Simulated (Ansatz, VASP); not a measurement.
Given: the input of a run of VASP 6.6.1 on GaAs.

File INCAR:

```
SYSTEM = GaAs
PREC = Accurate ; ENCUT = 600
EDIFF = 1E-6 ; ISMEAR = -1
SIGMA = 0.05 ; LREAL = .False.
LASPH = .True. ; NELM = 80
ALGO = Normal ; ISIF = 3
LWAVE = .False. ; LCHARG = .False.
GGA = RE ; IVDW = 12
IBRION = 2 ; NSW = 80
EDIFFG = -0.02
```

KPOINTS

```
regular mesh
0
Gamma
  8 8 8
  0 0 0
```

File POSCAR:

```
GaAs
1.0
    0.0000000000      2.8268500000      2.8268500000
    2.8268500000      0.0000000000      2.8268500000
    2.8268500000      2.8268500000      0.0000000000
As Ga
1 1
Direct
    0.7500000000      0.7500000000      0.7500000000
    0.0000000000      0.0000000000      0.0000000000
```

Potentials or basis: VASP PAW PBE potentials, release 64 (As, Ga_d).

Run with:

```bash
$ cat potpaw_PBE.64/As/POTCAR potpaw_PBE.64/Ga_d/POTCAR > POTCAR
$ mpirun -np 1 vasp_std > vasp.out
```

**Question.** Translate it to Ansatz 0.2.0. Potentials there: all-electron LAPW, scalar-relativistic.

**Answer.** As run (the cutoff follows the program's own potentials):

The input input.yaml:

```yaml
crystal:
  lattice:
    - [0.0, 2.82685, 2.82685]
    - [2.82685, 0.0, 2.82685]
    - [2.82685, 2.82685, 0.0]
  atoms:
    - { symbol: As, position: [0.75, 0.75, 0.75] }
    - { symbol: Ga, position: [0.0, 0.0, 0.0] }
kpoints:
  mp_grid: { grid: [8, 8, 8] }
scf:
  occupations: { method: fermi_dirac, width: 0.05 }
hamiltonian:
  xc: revpbe
  dispersion: d3bj
  pseudopotentials: { kind: all_electron, lapw: { basis_error: 0.001 } }
output:
  forces: true
  stress: true
relax:
  f_tol: 0.02
  max_steps: 60
  cell: {}
```

Potentials or basis: all-electron LAPW, scalar-relativistic.

Launch:

```console
$ ansatz run input.yaml --threads 1 --pin off --max-ram 3072MiB --backend cpu --events-out ev --progress --plain --runs-dir out
```

Both were run:

|  | VASP | Ansatz | Ansatz less VASP |
| --- | --- | --- | --- |
| relaxed volume (Å³/atom) | 22.59 | 22.55 | -0.041 |
| relaxed cell length with the largest relative difference (Å) | 3.998 | 3.995 | -0.0024 |

VASP's potentials were made for PBE, not for revPBE. Ansatz ran all-electron here, and VASP with PAW potentials.

Noted on VASP's run: the relaxation stopped at its first step, so nothing moved.
